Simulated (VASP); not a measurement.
# SnSe (Fm-3m) in VASP: further runs

The runs below take SnSe through single point, with PBE.

Everything below comes from runs of VASP 6.6.1. Logs are shortened: lines on timing, memory, paths and dates and some standing lists are left out, and cuts for length are marked.

### 1 The cell of the first run

Symmetry: Fm-3m, No. 225, cubic system. Conventional cell: a = 6.020 Å, b = 6.020 Å, c = 6.020 Å, α = 90.00°, β = 90.00°, γ = 90.00°. Sn (site symmetry m-3m) has 6 Se at 3.01 Å within 4.0 Å. Se (site symmetry m-3m) has 6 Sn at 3.01 Å within 4.0 Å.

### 2 Single point, PBE

The input, INCAR:

```
SYSTEM = SnSe
ALGO     = Normal         ! electronic algorithm
EDIFF    = 1E-6           ! SCF threshold, eV
ENCUT    = 500            ! plane-wave cutoff, eV
GGA      = PE             ! functional
GGA_COMPAT= .FALSE.      
ISIF     = 2              ! what is computed and relaxed
ISMEAR   = 0              ! smearing method
LASPH    = .TRUE.         ! aspherical terms in the spheres
LCHARG   = .TRUE.         ! write CHGCAR
LELF     = .TRUE.         ! ELF
LREAL    = .FALSE.        ! projectors in reciprocal space
LVHAR    = .TRUE.       
LWAVE    = .FALSE.        ! write WAVECAR
NBANDS   = 17             ! bands
NELM     = 120            ! most SCF steps
PREC     = Accurate       ! precision mode
SIGMA    = 0.01           ! smearing width, eV
```

The input, KPOINTS:

```
k-points
0
G
  2 2 2
  0 0 0
```

The input, POSCAR:

```
SnSe
1.0
    0.0000000000      3.0100000000      3.0100000000
    3.0100000000      0.0000000000      3.0100000000
    3.0100000000      3.0100000000      0.0000000000
Sn Se
1 1
Direct
    0.0000000000      0.0000000000      0.0000000000
    0.5000000000      0.5000000000      0.5000000000
```

Potentials or basis: VASP PAW PBE potentials, release 64 (Sn_d, Se).

On the command line:

```
cat potpaw_PBE.64/Sn_d/POTCAR potpaw_PBE.64/Se/POTCAR > POTCAR
mpirun -np 1 vasp_std > vasp.out
```

OUTCAR:

```text
SYSTEM = SnSe
   EDIFF = 1E-6
   ENCUT = 500
   GGA = PE
   ISIF = 2
   ISMEAR = 0
   LASPH = .TRUE.
   LREAL = .FALSE.
   NELM = 120
   PREC = Accurate

 ion  position               nearest neighbor table
   1  0.000  0.000  0.000-   2 3.01   2 3.01   2 3.01   2 3.01   2 3.01   2 3.01
   2  0.500  0.500  0.500-   1 3.01   1 3.01   1 3.01   1 3.01   1 3.01   1 3.01

  LATTYP: Found a face centered cubic cell.
 ALAT       =     6.0200000000

  Lattice vectors:

 A1 = (   0.0000000000,   3.0100000000,   3.0100000000)
 A2 = (   3.0100000000,   0.0000000000,   3.0100000000)
 A3 = (   3.0100000000,   3.0100000000,   0.0000000000)

Analysis of symmetry for initial positions (statically):
=====================================================================
 Subroutine PRICEL returns:
 Original cell was already a primitive cell.

 Routine SETGRP: Setting up the symmetry group for a
 face centered cubic supercell.

 Subroutine GETGRP returns: Found 48 space group operations
 (whereof 48 operations were pure point group operations)
 out of a pool of 48 trial point group operations.

The static configuration has the point symmetry O_h .

Analysis of symmetry for dynamics (positions and initial velocities):
=====================================================================
 Subroutine PRICEL returns:
 Original cell was already a primitive cell.

 Routine SETGRP: Setting up the symmetry group for a
 face centered cubic supercell.

 Subroutine GETGRP returns: Found 48 space group operations
 (whereof 48 operations were pure point group operations)
 out of a pool of 48 trial point group operations.

The dynamic configuration has the point symmetry O_h .

 Subroutine INISYM returns: Found 48 space group operations
 (whereof 48 operations are pure point group operations),
 and found     1 'primitive' translations

----------------------------------------------------------------------------------------

                                     Primitive cell

  volume of cell :      54.5418

  direct lattice vectors                    reciprocal lattice vectors
     0.000000000  3.010000000  3.010000000    -0.166112957  0.166112957  0.166112957
     3.010000000  0.000000000  3.010000000     0.166112957 -0.166112957  0.166112957
     3.010000000  3.010000000  0.000000000     0.166112957  0.166112957 -0.166112957

  length of vectors
     4.256782823  4.256782823  4.256782823     0.287716081  0.287716081  0.287716081

  position of ions in fractional coordinates (direct lattice)
     0.000000000  0.000000000  0.000000000
     0.500000000  0.500000000  0.500000000

  ion indices of the primitive-cell ions
   primitive index   ion index
                 1           1
                 2           2

----------------------------------------------------------------------------------------

 KPOINTS: k-points

Automatic generation of k-mesh.
 Grid dimensions read from file:
 generate k-points for:    2    2    2

 Generating k-lattice:

  Cartesian coordinates                     Fractional coordinates (reciprocal lattice)
    -0.083056478  0.083056478  0.083056478     0.500000000  0.000000000  0.000000000
     0.083056478 -0.083056478  0.083056478     0.000000000  0.500000000  0.000000000
     0.083056478  0.083056478 -0.083056478     0.000000000  0.000000000  0.500000000

  Length of vectors
     0.143858040  0.143858040  0.143858040

  Shift w.r.t. Gamma in fractional coordinates (k-lattice)
     0.000000000  0.000000000  0.000000000

 Subroutine IBZKPT returns following result:
 ===========================================

 Found      3 irreducible k-points:

 Following reciprocal coordinates:
            Coordinates               Weight
  0.000000  0.000000  0.000000      1.000000
  0.500000  0.000000  0.000000      4.000000
  0.500000  0.500000  0.000000      3.000000
   k-points           NKPTS =      3   k-points in BZ     NKDIM =      3   number of bands    NBANDS=     17
   number of dos      NEDOS =    301   number of ions     NIONS =      2
   total plane-waves  NPLWV =  32768
   dimension x,y,z NGX =    32 NGY =   32 NGZ =   32
   dimension x,y,z NGXF=    64 NGYF=   64 NGZF=   64
   ions per type =               1   1
   NGX,Y,Z   is equivalent  to a cutoff of  12.50, 12.50, 12.50 a.u.
   NGXF,Y,Z  is equivalent  to a cutoff of  24.99, 24.99, 24.99 a.u.
 SYSTEM =  SnSe
   PREC   = accura    normal or accurate (medium, high low for compatibility)
   ISTART =      0    job   : 0-new  1-cont  2-samecut
   ICHARG =      2    charge: 1-file 2-atom 10-const
   ISPIN  =      1    spin polarized calculation?
   LNONCOLLINEAR =      F non collinear calculations
   LSORBIT =      F    spin-orbit coupling
   LASPH  =      T    aspherical Exc in radial PAW
   ENCUT  =  500.0 eV  36.75 Ry    6.06 a.u.   7.76  7.76  7.76*2*pi/ulx,y,z
   NELM   =    120;   NELMIN=  2; NELMDL= -5     # of ELM steps
   EDIFF  = 0.1E-05   stopping-criterion for ELM
   LREAL  =      F    real-space projection
   EDIFFG = 0.1E-04   stopping-criterion for IOM
   NSW    =      0    number of steps for IOM
   IBRION =     -1    ionic relax: 0-MD 1-quasi-New 2-CG
   NFREE  =      0    steps in history (QN), initial steepest desc. (CG)
   ISIF   =      2    stress and relaxation
   ISYM   =      2    0-nonsym 1-usesym 2-fastsym
   POTIM  = 0.5000    time-step for ionic-motion
   TEBEG  =    0.0;   TEEND  =   0.0 temperature during run
   PSTRESS=    0.0 pullay stress
   NELECT =      20.0000    total number of electrons
   NUPDOWN=      -1.0000    fix difference up-down
   EMIN   =  10.00;   EMAX   =-10.00  energy-range for DOS
   EFERMI =   0.00;   METHOD = LEGACY
   ISMEAR =     0;   SIGMA  =   0.01  broadening in eV -4-tet -1-fermi 0-gaus
   EFERMI_NEDOS =   21; number of points for ismear=-14 and -15
   IALGO  =     38    algorithm
   IMIX   =      4    mixing-type and parameters
     AMIX     =   0.40;   BMIX     =  1.00
     AMIX_MAG =   1.60;   BMIX_MAG =  1.00
  volume/ion in A,a.u.               =      27.27       184.03
  Fermi-wavevector in a.u.,A,eV,Ry     =   1.171768  2.214321 18.681350  1.373040
  Thomas-Fermi vector in A             =   2.308207
   LORBIT       =      0    0 simple, 1 ext, 2 COOP (PROOUT), +10 PAW based schemes
   GGA     = PE    functional components
   LHFCALC =     F    Hartree Fock is set to
   AEXX    =    0.0000 exact exchange contribution
   IVDW    =     0    specifies the selected vdW correction
   LEPSILON=     F    determine dielectric tensor
   LRPA    =     F    only Hartree local field effects (RPA)
 non-spin polarized calculation
 Gauss-broadening in eV      SIGMA  =   0.01
  energy-cutoff  :      500.00
  volume of cell :       54.54
 maximum number of plane-waves:      1411
 NGX is ok and might be reduce to    32
   NGX = 15   NGY = 15   NGZ = 15

 number of electron      20.0000005 magnetization

 Free energy of the ion-electron system (eV)
  ---------------------------------------------------
  ext. energy  EPLUGINS =         0.00000000
  ---------------------------------------------------
  free energy    TOTEN  =        -7.03686717 eV

  energy without entropy =       -7.03686717  energy(sigma->0) =       -7.03686717

 E-fermi :   5.5640     XC(G=0):  -9.6957

 val. band max:        5.4477627181   @ k =   0.5000   0.0000   0.0000
 cond. band min:       6.0731620583   @ k =   0.5000   0.0000   0.0000
 fundamental gap:      0.6253993402
 Fermi energy:         5.5640305032

 k-point     1 :       0.0000    0.0000    0.0000
  band No.  band energies     occupation
      1     -16.5782      2.00000
      2     -16.5782      2.00000
      3     -16.5763      2.00000
      4     -16.5763      2.00000
      5     -16.5763      2.00000
      6      -8.2855      2.00000
[... 9 lines left out ...]
     16      11.3883      0.00000
     17      13.6643      0.00000

 k-point     2 :       0.5000    0.0000    0.0000
  band No.  band energies     occupation
      1     -16.5851      2.00000
      2     -16.5851      2.00000
      3     -16.5738      2.00000
      4     -16.5645      2.00000
      5     -16.5645      2.00000
      6      -7.3182      2.00000
[... 9 lines left out ...]
     16      15.7655      0.00000
     17      15.7655      0.00000

 k-point     3 :       0.5000    0.5000    0.0000
  band No.  band energies     occupation
      1     -16.6030      2.00000
      2     -16.5823      2.00000
      3     -16.5711      2.00000
      4     -16.5598      2.00000
      5     -16.5598      2.00000
      6      -7.0453      2.00000
[... 9 lines left out ...]
     16      17.1176      0.00000
     17      18.2189      0.00000

------------------------ aborting loop because EDIFF is reached ----------------------------------------

  FORCE on cell =-STRESS in cart. coord.  units (eV):
  Direction    XX          YY          ZZ          XY          YZ          ZX
  --------------------------------------------------------------------------------------
  -------------------------------------------------------------------------------------
  Total       -0.2284629     -0.2284629     -0.2284629      0.0000000      0.0000000     -0.0000000
  in kB       -6.7111470     -6.7111470     -6.7111470      0.0000000      0.0000000     -0.0000000
  external PRESSURE =      -6.7111470 kB  Pullay stress =       0.0000000 kB

 VOLUME and BASIS-vectors are now :
 -----------------------------------------------------------------------------
  energy-cutoff  :      500.00
  volume of cell :       54.54
      direct lattice vectors                 reciprocal lattice vectors
     0.000000000  3.010000000  3.010000000    -0.166112957  0.166112957  0.166112957
     3.010000000  0.000000000  3.010000000     0.166112957 -0.166112957  0.166112957
     3.010000000  3.010000000  0.000000000     0.166112957  0.166112957 -0.166112957

 POSITION                                       TOTAL-FORCE (eV/Angst)
 -----------------------------------------------------------------------------------
      0.00000      0.00000      0.00000         0.000000     -0.000000     -0.000000
      3.01000      3.01000      3.01000         0.000000      0.000000      0.000000
 -----------------------------------------------------------------------------------
    total drift:                                0.000000     -0.000000     -0.000000

  FREE ENERGIE OF THE ION-ELECTRON SYSTEM (eV)
  ---------------------------------------------------
  free  energy   TOTEN  =        -7.0368671675 eV

  energy  without entropy=       -7.0368671675  energy(sigma->0) =       -7.03686717
```

It took 6.7 s on 1 thread of Intel Xeon 8259CL, shared host; peak memory 0.17 GiB.

What came out:

* Free energy: -7.0369 eV
* Pressure: -0.7 GPa
* Band gap on the k mesh: 0.63 eV

Caveat: the k points lie up to 0.90 Å⁻¹ apart, too coarse for converged energies, forces and pressures; semilocal functionals underestimate gaps, and a narrow one can read as zero; spin-orbit coupling is left out, which moves the levels of the heavy elements. A k mesh can miss the band edges.

### 3 Single point, PBE

The input, INCAR:

```
PREC = Accurate ; ENCUT = 500
EDIFF = 1E-6 ; ISMEAR = 0
SIGMA = 0.01 ; LREAL = False
LASPH = True ; NELM = 120
ALGO = Normal ; ISIF = 2
LWAVE = False ; LCHARG = True
GGA = PE ; LELF = True
LVHAR = True ; NBANDS = 17
GGA_COMPAT = False
```

The input, KPOINTS:

```
regular mesh
0
Gamma
  3 3 3
```

POSCAR is that of step 2.

Potentials or basis: VASP PAW PBE potentials, release 64 (Sn_d, Se).

On the command line:

```
cat potpaw_PBE.64/Sn_d/POTCAR potpaw_PBE.64/Se/POTCAR > POTCAR
mpirun -np 1 vasp_std > vasp.out
```

Run time: 8.5 s. Hardware: 1 thread of Intel Xeon 8259CL, shared host; peak memory 0.17 GiB.

The run converged. Its results:

* Free energy: -8.4358 eV
* Pressure: -0.6 GPa

Levels at points of the mesh, in eV from the Fermi level:
```tsv
k point	band 7	band 8	band 9	band 10	band 11	band 12	band 13	band 14
(0.00, 0.00, 0.00)	-4.62	-1.74	-1.74	-1.74	4.78	4.78	4.78	6.33
```

Caveat: the k points lie up to 0.60 Å⁻¹ apart; this odd mesh misses L, so gap, dielectric constants and Born charges aren't listed; spin-orbit coupling is left out, which moves the levels of the heavy elements.

### 4 Single point, PBE

The input, INCAR:

```
ALGO = Normal
EDIFF = 1E-6
ENCUT = 500
GGA = PE
GGA_COMPAT = False
ISIF = 2
ISMEAR = 0
LASPH = True
LCHARG = False
LREAL = False
LWAVE = False
NBANDS = 17
NELM = 120
PREC = Accurate
SIGMA = 0.01
```

The input, KPOINTS:

```
k-points
0
Gamma
  4 4 4
```

POSCAR is that of step 3.

On the command line:

```
cat potpaw_PBE.64/Sn_d/POTCAR potpaw_PBE.64/Se/POTCAR > POTCAR
mpirun -np 1 vasp_std > vasp.out
```

Wall time 9.6 s (1 thread of Intel Xeon 8259CL, shared host); peak memory 0.17 GiB.

The run converged. Its results:

```yaml
Free_energy: -8.2659 eV
Pressure: -0.4 GPa
Band_gap_on_the_k_mesh: 0.57 eV
```

Levels at points of the mesh, in eV from the valence-band top:
```
           k point  band 6  band 7  band 8  band 9  band 10  band 11  band 12  band 13  band 14  band 15
(0.00, 0.00, 0.00)  -13.90   -5.07   -2.21   -2.21    -2.21     4.33     4.33     4.33     5.88     5.88
(0.50, 0.00, 0.00)  -12.98   -8.04   -1.97   -1.97     0.00     0.57     1.27     1.27     8.23    10.12
(0.50, 0.50, 0.00)  -12.70   -5.99   -5.47   -3.64    -3.64     3.03     5.35     5.35     5.95    10.45
```

Caveat: the k points lie up to 0.45 Å⁻¹ apart; semilocal functionals underestimate gaps, and a narrow one can read as zero; spin-orbit coupling is left out, which moves the levels of the heavy elements.

### 5 Single point, PBE

Edit INCAR of step 4 so:

```diff
@@ -8,4 +8,6 @@
 LASPH = True
-LCHARG = False
+LCHARG = True
+LELF = True
 LREAL = False
+LVHAR = True
 LWAVE = False
```

The input, KPOINTS:

```
k-points
0
Gamma
  5 5 5
```

POSCAR is that of step 4.

On the command line:

```
cat potpaw_PBE.64/Sn_d/POTCAR potpaw_PBE.64/Se/POTCAR > POTCAR
mpirun -np 1 vasp_std > vasp.out
```

It took 12 s on 1 thread of Intel Xeon 8259CL, shared host; peak memory 0.17 GiB.

The run converged. Its results:

| Item | Value |
| --- | --- |
| Free energy | -8.2437 eV |
| Pressure | 0.7 GPa |

Levels at points of the mesh, in eV from the Fermi level:
| k point | band 7 | band 8 | band 9 | band 10 | band 11 | band 12 | band 13 | band 14 |
| --- | --- | --- | --- | --- | --- | --- | --- | --- |
| (0.00, 0.00, 0.00) | -5.01 | -2.13 | -2.13 | -2.13 | 4.38 | 4.38 | 4.38 | 5.93 |

Caveat: this odd mesh misses L, so gap, dielectric constants and Born charges aren't listed; spin-orbit coupling is left out, which moves the levels of the heavy elements.

### 6 Single point, PBE

The input, INCAR:

```
  PREC = Accurate
  ENCUT = 500
  EDIFF = 1E-6
  ISMEAR = 0
  SIGMA = 0.01
  LREAL = F
  LASPH = T
  NELM = 120
  ALGO = Normal
  ISIF = 2
  LWAVE = F
  LCHARG = F
  GGA = PE
  NBANDS = 17
  GGA_COMPAT = F
```

The input, KPOINTS:

```
Automatic mesh
0
Gamma
  7 7 7
```

POSCAR is that of step 5.

Potentials or basis: VASP PAW PBE potentials, release 64 (Sn_d, Se).

On the command line:

```
cat potpaw_PBE.64/Sn_d/POTCAR potpaw_PBE.64/Se/POTCAR > POTCAR
mpirun -np 1 vasp_std > vasp.out
```

OUTCAR:

```text
PREC = Accurate
   ENCUT = 500
   EDIFF = 1E-6
   ISMEAR = 0
   LREAL = F
   LASPH = T
   NELM = 120
   ISIF = 2
   GGA = PE

 ion  position               nearest neighbor table
   1  0.000  0.000  0.000-   2 3.01   2 3.01   2 3.01   2 3.01   2 3.01   2 3.01
   2  0.500  0.500  0.500-   1 3.01   1 3.01   1 3.01   1 3.01   1 3.01   1 3.01

  LATTYP: Found a face centered cubic cell.
 ALAT       =     6.0200000000

  Lattice vectors:
[... 578 lines left out ...]
     16      17.0950      0.00000
     17      17.2882      0.00000

------------------------ aborting loop because EDIFF is reached ----------------------------------------

  FORCE on cell =-STRESS in cart. coord.  units (eV):
  Direction    XX          YY          ZZ          XY          YZ          ZX
  --------------------------------------------------------------------------------------
  -------------------------------------------------------------------------------------
  Total        0.3245316      0.3245316      0.3245316      0.0000000      0.0000000     -0.0000000
  in kB        9.5331867      9.5331867      9.5331867      0.0000000      0.0000000     -0.0000000
  external PRESSURE =       9.5331867 kB  Pullay stress =       0.0000000 kB

 VOLUME and BASIS-vectors are now :
 -----------------------------------------------------------------------------
  energy-cutoff  :      500.00
  volume of cell :       54.54
      direct lattice vectors                 reciprocal lattice vectors
     0.000000000  3.010000000  3.010000000    -0.166112957  0.166112957  0.166112957
     3.010000000  0.000000000  3.010000000     0.166112957 -0.166112957  0.166112957
     3.010000000  3.010000000  0.000000000     0.166112957  0.166112957 -0.166112957

 POSITION                                       TOTAL-FORCE (eV/Angst)
 -----------------------------------------------------------------------------------
      0.00000      0.00000      0.00000         0.000000     -0.000000     -0.000000
      3.01000      3.01000      3.01000        -0.000000      0.000000      0.000000
 -----------------------------------------------------------------------------------
    total drift:                                0.000000     -0.000000     -0.000000

  FREE ENERGIE OF THE ION-ELECTRON SYSTEM (eV)
  ---------------------------------------------------
  free  energy   TOTEN  =        -8.2194545928 eV

  energy  without entropy=       -8.2194545928  energy(sigma->0) =       -8.21945459
```

It took 16 s on 1 thread of Intel Xeon 8259CL, shared host; peak memory 0.18 GiB.

Results:

| Quantity | Value |
| --- | --- |
| Free energy | -8.2195 eV |
| Pressure | 1.0 GPa |

Caveat: this odd mesh misses L, so gap, dielectric constants and Born charges aren't listed; spin-orbit coupling is left out, which moves the levels of the heavy elements.

(Part 1 of 2 ends here.)
